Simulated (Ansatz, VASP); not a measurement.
**Two plane-wave programs on MoS2**

INCAR

```
PREC = Accurate
ENCUT = 500
EDIFF = 1E-6
ISMEAR = 0
SIGMA = 0.05
LREAL = F
LASPH = T
NELM = 120
ALGO = Normal
ISIF = 2
LWAVE = F
LCHARG = T
GGA = PE
IVDW = 12
LELF = T
LVHAR = T
NBANDS = 20
GGA_COMPAT = F
```

The input KPOINTS:

```
Automatic mesh
0
Gamma
  12 12 6
```

Contents of POSCAR:

```
MoS2
1.0
    2.9647341652      0.0000000000      0.0000000000
   -1.4823670826      2.5675351025      0.0000000000
    0.0000000000      0.0000000000      6.5986088315
Mo S
1 2
Direct
    0.0000000000      0.0000000000      0.0000000000
    0.3333333333      0.6666666667      0.2357940733
    0.3333333333      0.6666666667      0.7642059267
```

Input for Ansatz:

```yaml
crystal:
  lattice:
    - [2.9647341652, 0.0, 0.0]
    - [-1.4823670826, 2.5675351025, 0.0]
    - [0.0, 0.0, 6.5986088315]
  atoms:
    - { symbol: Mo, position: [0.0, 0.0, 0.0] }
    - { symbol: S, position: [0.3333333333, 0.6666666667, 0.2357940733] }
    - { symbol: S, position: [0.3333333333, 0.6666666667, 0.7642059267] }
basis:
  ecutwfc: 420
kpoints:
  mp_grid: { grid: [12, 12, 6] }
hamiltonian:
  xc: pbe
  dispersion: d3bj
scf:
  occupations: { method: gaussian, width: 0.05 }
output:
  forces: true
  stress: true
  eigenvalues: true
```

Alike in both runs: task single point; functional PBE; dispersion D3(BJ); k mesh 12 × 12 × 6; occupations gaussian, width 0.05 eV; no spin polarisation.

|  | VASP | Ansatz |
| --- | --- | --- |
| version | VASP 6.6.1 | Ansatz 0.2.0 |
| potentials or method | VASP PAW PBE potentials, release 64 (Mo_sv, S), cutoff 500 eV | scalar-relativistic, plane waves, PAW |
| valence electrons in the cell | 26 | 26 |

```csv
,VASP,Ansatz,Ansatz less VASP
gap on the k mesh at the Fermi level (eV),1.49,1.50,+0.001
least direct gap on the mesh (eV),2.24,2.22,-0.019
pressure (GPa),22.9,23.1,+0.22
"traceless stress, the component that is largest in VASP (GPa)",-5.81,-5.70,+0.110
rms of the force components (eV/Å),0.809,0.821,+0.0120
```

Atom by atom the forces differ by 0.012 eV/Å (rms over components).
